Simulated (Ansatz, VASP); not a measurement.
## Two plane-wave programs on KAgCl2

POSCAR

```
KAgCl2
1.0
    2.1190176123      1.2234153889      6.7377476391
   -2.1190176123      1.2234153889      6.7377476391
    0.0000000000     -2.4468307778      6.7377476391
K Ag Cl
1 1 2
Direct
    1.0000000000      0.0000000000      0.0000000000
    0.5000000000      0.5000000000      0.5000000000
    0.2383450504      0.2383450504      0.2383450504
    0.7616549496      0.7616549496      0.7616549496
```

INCAR.step1

```
PREC = Accurate
ENCUT = 520
ISMEAR = 0
SIGMA = 0.01
LREAL = False
LASPH = True
NELM = 60
NBANDS = 25
GGA = PE
ALGO = Normal
EDIFF = 1E-4
LWAVE = True
LCHARG = False
```

Contents of INCAR.step2:

```
PREC = Accurate
ENCUT = 520
EDIFF = 1E-6
ISMEAR = 0
SIGMA = 0.01
LREAL = False
LASPH = True
NELM = 60
ALGO = Normal
ISIF = 2
LWAVE = False
LCHARG = True
METAGGA = R2SCAN
LMIXTAU = True
LELF = True
LVHAR = True
NBANDS = 25
ISTART = 1
```

KPOINTS

```
Automatic mesh
0
Gamma
  6 6 6
```

Input for Ansatz:

```yaml
crystal:
  lattice:
    - [2.1190176123, 1.2234153889, 6.7377476391]
    - [-2.1190176123, 1.2234153889, 6.7377476391]
    - [0.0, -2.4468307778, 6.7377476391]
  atoms:
    - { symbol: K, position: [1.0, 0.0, 0.0] }
    - { symbol: Ag, position: [0.5, 0.5, 0.5] }
    - { symbol: Cl, position: [0.2383450504, 0.2383450504, 0.2383450504] }
    - { symbol: Cl, position: [0.7616549496, 0.7616549496, 0.7616549496] }
kpoints:
  mp_grid: { grid: [6, 6, 6] }
hamiltonian:
  xc: r2scan
scf:
  occupations: { method: fixed }
  n_extra_bands: 5
output:
  forces: true
  stress: true
  eigenvalues: true
```

Alike in both runs: task single point; functional r2SCAN; k mesh 6 × 6 × 6; no spin polarisation.

```csv
,VASP,Ansatz
version,VASP 6.6.1,Ansatz 0.2.0
potentials or method,"VASP PAW PBE potentials, release 64 (K_sv, Ag, Cl)","plane waves, PAW"
plane-wave cutoff (eV),520,500
occupations,"gaussian, width 0.01 eV",fixed
valence electrons in the cell,34,42
```

```tsv
	VASP	Ansatz	Ansatz less VASP
gap on the k mesh at the Fermi level (eV)	3.04	3.09	+0.043
pressure (GPa)	-0.9	-0.9	+0.05
traceless stress, the component that is largest in VASP (GPa)	0.05	0.06	+0.006
rms of the force components (eV/Å)	0.010	0.007	-0.0031
```

VASP's potentials were made for PBE, not for r2SCAN. Atom by atom the forces differ by 0.003 eV/Å (rms over components). VASP's potentials hold 34 valence electrons a cell and Ansatz's 42, so a difference there can come from the potentials and not from the codes.
